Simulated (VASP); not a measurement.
Write the native input for VASP 6.6.1 that does the following.

```yaml
Task: single point
Functional: r2SCAN
Potentials_or_basis: VASP PAW PBE potentials, release 64 (B, N)
Cutoff: 660 eV
k_mesh: 8 × 8 × 8
Occupations: gaussian, width 0.5 eV
Spin: no spin polarisation
Dipole_correction: no
Further_INCAR_settings: ALGO = Normal; EDIFF = 1e-06; NBANDS = 11
```

The system is BN (Qingsongite).

```
B N
1.0
     0.00000    1.80482    1.80482
     1.80482    0.00000    1.80482
     1.80482    1.80482    0.00000
B N
1 1
Cartesian
  0.0000 0.0000 0.0000
  0.9024 0.9024 0.9024
```

The input as run:

POSCAR

```
BN
1.0
    0.0000000000      1.8048245542      1.8048245542
    1.8048245542      0.0000000000      1.8048245542
    1.8048245542      1.8048245542      0.0000000000
B N
1 1
Direct
    0.0000000000      0.0000000000      0.0000000000
    0.2500000000      0.2500000000      0.2500000000
```

INCAR.step1

```
ALGO = Normal ; EDIFF = 1E-5
ENCUT = 660 ; GGA = PE
GGA_COMPAT = F ; ISMEAR = 0
LASPH = T ; LCHARG = F
LREAL = F ; LWAVE = T
NBANDS = 11 ; NELM = 120
PREC = Accurate ; SIGMA = 0.5
```

INCAR.step2

```
ALGO = Normal ; EDIFF = 1E-6
ENCUT = 660 ; GGA_COMPAT = F
ISIF = 2 ; ISMEAR = 0
ISTART = 1 ; LASPH = T
LCHARG = F ; LMIXTAU = T
LREAL = F ; LWAVE = F
METAGGA = R2SCAN ; NBANDS = 11
NELM = 120 ; PREC = Accurate
SIGMA = 0.5
```

KPOINTS

```
k-points
0
Gamma
  8 8 8
```

Potentials or basis: VASP PAW PBE potentials, release 64 (B, N).

Launch:

```bash
$ cat potpaw_PBE.64/B/POTCAR potpaw_PBE.64/N/POTCAR > POTCAR
$ cp INCAR.step1 INCAR
$ mpirun -np 1 vasp_std > vasp.out
$ cp INCAR.step2 INCAR
$ mpirun -np 1 vasp_std > vasp.out
```

It gave:

```json
{"Pressure": "1.2 GPa", "Band gap on the k mesh": "4.98 eV, indirect (least direct gap 9.55 eV)"}
```

Caveat: the PAW data sets were made with another functional, which shifts forces and pressure a little.

Wall time 17 s on 1 thread of Intel Xeon 6975P-C, with other jobs on the host, peak memory 0.14 GiB.
